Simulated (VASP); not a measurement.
# TiRe (Pm-3m) in VASP: further runs, part 2 of 2

VASP 6.6.1. Earlier steps stand in the parts before.

## (4) Vibrations by perturbation theory, LDA

This run uses another cell than the first one, of 14.35 Å³/atom.

INCAR reads:

```
SYSTEM = TiRe
PREC = Accurate ; ENCUT = 520
EDIFF = 1E-8 ; ISMEAR = -1
SIGMA = 0.15 ; LREAL = .False.
LASPH = .True. ; NELM = 100
ALGO = Normal ; ISIF = 2
LWAVE = .False. ; LCHARG = .False.
GGA = CA ; IBRION = 8
NSW = 1
```

KPOINTS reads:

```
regular mesh
0
Gamma
  14 14 14
  0 0 0
```

POSCAR reads:

```
TiRe
1.0
    3.0614282092      0.0000000000      0.0000000000
    0.0000000000      3.0614282092      0.0000000000
    0.0000000000      0.0000000000      3.0614282092
Ti Re
1 1
Direct
    0.5000000000      0.5000000000      0.5000000000
    0.0000000000      0.0000000000      0.0000000000
```

Potentials or basis: VASP PAW LDA potentials, release 64 (Ti_sv, Re).

On the command line:

```
$ cat potpaw_LDA.64/Ti_sv/POTCAR potpaw_LDA.64/Re/POTCAR > POTCAR
$ mpirun -np 1 vasp_std > vasp.out
```

OUTCAR:

```text
SYSTEM = TiRe
   PREC = Accurate
   ENCUT = 520
   EDIFF = 1E-8
   ISMEAR = -1
   LREAL = .False.
   LASPH = .True.
   NELM = 100
   ISIF = 2
   GGA = CA
   IBRION = 8
   NSW = 1

 ion  position               nearest neighbor table
   1  0.500  0.500  0.500-   2 2.65   2 2.65   2 2.65   2 2.65   2 2.65   2 2.65   2 2.65   2 2.65

   2  0.000  0.000  0.000-   1 2.65   1 2.65   1 2.65   1 2.65   1 2.65   1 2.65   1 2.65   1 2.65

  LATTYP: Found a simple cubic cell.
 ALAT       =     3.0614282092

  Lattice vectors:

 A1 = (   3.0614282092,   0.0000000000,   0.0000000000)
 A2 = (   0.0000000000,   3.0614282092,   0.0000000000)
 A3 = (   0.0000000000,   0.0000000000,   3.0614282092)

Analysis of symmetry for initial positions (statically):
=====================================================================
 Subroutine PRICEL returns:
 Original cell was already a primitive cell.

 Routine SETGRP: Setting up the symmetry group for a
 simple cubic supercell.

 Subroutine GETGRP returns: Found 48 space group operations
 (whereof 48 operations were pure point group operations)
 out of a pool of 48 trial point group operations.

The static configuration has the point symmetry O_h .

Analysis of symmetry for dynamics (positions and initial velocities):
=====================================================================
 Subroutine PRICEL returns:
 Original cell was already a primitive cell.

 Routine SETGRP: Setting up the symmetry group for a
 simple cubic supercell.

 Subroutine GETGRP returns: Found 48 space group operations
 (whereof 48 operations were pure point group operations)
 out of a pool of 48 trial point group operations.

The dynamic configuration has the point symmetry O_h .

 Subroutine INISYM returns: Found 48 space group operations
 (whereof 48 operations are pure point group operations),
 and found     1 'primitive' translations

----------------------------------------------------------------------------------------

                                     Primitive cell

  volume of cell :      28.6928

  direct lattice vectors                    reciprocal lattice vectors
     3.061428209  0.000000000  0.000000000     0.326644929  0.000000000  0.000000000
     0.000000000  3.061428209  0.000000000     0.000000000  0.326644929  0.000000000
     0.000000000  0.000000000  3.061428209     0.000000000  0.000000000  0.326644929

  length of vectors
     3.061428209  3.061428209  3.061428209     0.326644929  0.326644929  0.326644929

  position of ions in fractional coordinates (direct lattice)
     0.500000000  0.500000000  0.500000000
     0.000000000  0.000000000  0.000000000

  ion indices of the primitive-cell ions
   primitive index   ion index
                 1           1
                 2           2

----------------------------------------------------------------------------------------

 KPOINTS: regular mesh

[... 497 lines left out ...]
      4     -23.1527      2.00000
      5       3.6928      2.00000
      6       5.3117      2.00000
      7       6.5193      2.00000
      8       7.3929      1.99973
      9       7.8940      1.99233
     10       8.4001      1.79804
     11      10.3012      0.00006
     12      10.8461      0.00000
     13      11.7225      0.00000

 [... further k-points ...]

------------------------ aborting loop because EDIFF is reached ----------------------------------------

  FORCE on cell =-STRESS in cart. coord.  units (eV):
  Direction    XX          YY          ZZ          XY          YZ          ZX
  --------------------------------------------------------------------------------------
  -------------------------------------------------------------------------------------
  Total        0.1157663      0.1157663      0.1157663     -0.0000000      0.0000000     -0.0000000
  in kB        6.4642867      6.4642867      6.4642867     -0.0000000      0.0000000     -0.0000000
  external PRESSURE =       6.4642867 kB  Pullay stress =       0.0000000 kB

 VOLUME and BASIS-vectors are now :
 -----------------------------------------------------------------------------
  energy-cutoff  :      520.00
  volume of cell :       28.69
      direct lattice vectors                 reciprocal lattice vectors
     3.061428209  0.000000000  0.000000000     0.326644929  0.000000000  0.000000000
     0.000000000  3.061428209  0.000000000     0.000000000  0.326644929  0.000000000
     0.000000000  0.000000000  3.061428209     0.000000000  0.000000000  0.326644929

 POSITION                                       TOTAL-FORCE (eV/Angst)
 -----------------------------------------------------------------------------------
      1.53071      1.53071      1.53071         0.000000      0.000000      0.000000
      0.00000      0.00000      0.00000         0.000000      0.000000      0.000000
 -----------------------------------------------------------------------------------
    total drift:                                0.000000      0.000000     -0.000000

  FREE ENERGIE OF THE ION-ELECTRON SYSTEM (eV)
  ---------------------------------------------------
  free  energy   TOTEN  =       -23.2446397477 eV

  energy  without entropy=      -23.1325978745  energy(sigma->0) =      -23.18861881

[... ionic steps 2 to 3 ...]

--------------------------------------- Ionic step        4  -------------------------------------------

------------------------ aborting loop because EDIFF is reached ----------------------------------------

[... ionic steps 5 to 6 ...]

--------------------------------------- Ionic step        7  -------------------------------------------

 Free energy of the ion-electron system (eV)
  ---------------------------------------------------
  ---------------------------------------------------
  free energy    TOTEN  =        -0.15982943 eV

  energy without entropy =       -0.15982944

------------------------ aborting loop because EDIFF is reached ----------------------------------------

 INTERNAL STRAIN TENSOR  FOR ION    2  DIRECTION 1   (eV/Angst):
 -----------------------------------------------------------------------------
     0.05800  0.00000 -0.00000
     0.00000 -0.01912 -0.00000
    -0.00000 -0.00000 -0.01912

 INTERNAL STRAIN TENSOR FOR ION    2 for displacements in x,y,z  (eV/Angst):
          X           Y           Z          XY          YZ          ZX
  --------------------------------------------------------------------------------
  x     0.00000     0.00000     0.00000     0.00000     0.00000     0.00000
  y     0.00000     0.00000     0.00000     0.00000     0.00000     0.00000
  z     0.00000     0.00000     0.00000     0.00000     0.00000     0.00000

 SECOND DERIVATIVES (NOT SYMMETRIZED)
 ------------------------------------
               1X          1Y          1Z          2X          2Y          2Z
  1X   -10.849638   -0.000000   -0.000000   10.849638    0.000000    0.000000
  1Y    -0.000000  -10.849638   -0.000000    0.000000   10.849638    0.000000
  1Z     0.000000   -0.000000  -10.849638   -0.000000    0.000000   10.849638
  2X    10.820549   -0.000000   -0.000000  -10.820549    0.000000    0.000000
  2Y    -0.000000   10.820549   -0.000000    0.000000  -10.820549    0.000000
  2Z    -0.000000   -0.000000   10.820549    0.000000    0.000000  -10.820549

 Eigenvectors and eigenvalues of the dynamical matrix
 ----------------------------------------------------

   1 f  =    8.341668 THz    52.412243 2PiTHz  278.248077 cm-1    34.498349 meV
             X         Y         Z           dx          dy          dz
      1.530714  1.530714  1.530714     0.000000   -0.000000    0.892131
      0.000000  0.000000  0.000000     0.000000    0.000000   -0.451778
[... 21 lines left out ...]
   6 f/i=    0.004513 THz     0.028357 2PiTHz    0.150543 cm-1     0.018665 meV
             X         Y         Z           dx          dy          dz
      1.530714  1.530714  1.530714     0.400680    0.134295    0.159762
      0.000000  0.000000  0.000000     0.791227    0.265194    0.315483

--------------------------------------------------------------------------------------------------------

 ELASTIC MODULI CONTR FROM IONIC RELAXATION (kBar)
 Direction    XX          YY          ZZ          XY          YZ          ZX
 --------------------------------------------------------------------------------
 XX           0.0000      0.0000      0.0000      0.0000      0.0000      0.0000
 YY           0.0000      0.0000      0.0000      0.0000      0.0000      0.0000
 ZZ           0.0000      0.0000      0.0000      0.0000      0.0000      0.0000
 XY           0.0000      0.0000      0.0000      0.0000      0.0000      0.0000
 YZ           0.0000      0.0000      0.0000      0.0000      0.0000      0.0000
 ZX           0.0000      0.0000      0.0000      0.0000      0.0000      0.0000
 --------------------------------------------------------------------------------
```

Wall time 20 min (1 thread of Oxide Virtual Turin-like, shared host); peak memory 0.37 GiB.

Results:

```
Highest phonon frequency at Γ : 278 cm⁻¹
```

Phonon frequencies in cm⁻¹ (negative: imaginary):
| q point | frequencies |
| --- | --- |
| (0.000, 0.000, 0.000) | 0 0 0 278 278 278 |

Caveat: spin-orbit coupling is left out, which moves the levels of the heavy elements.
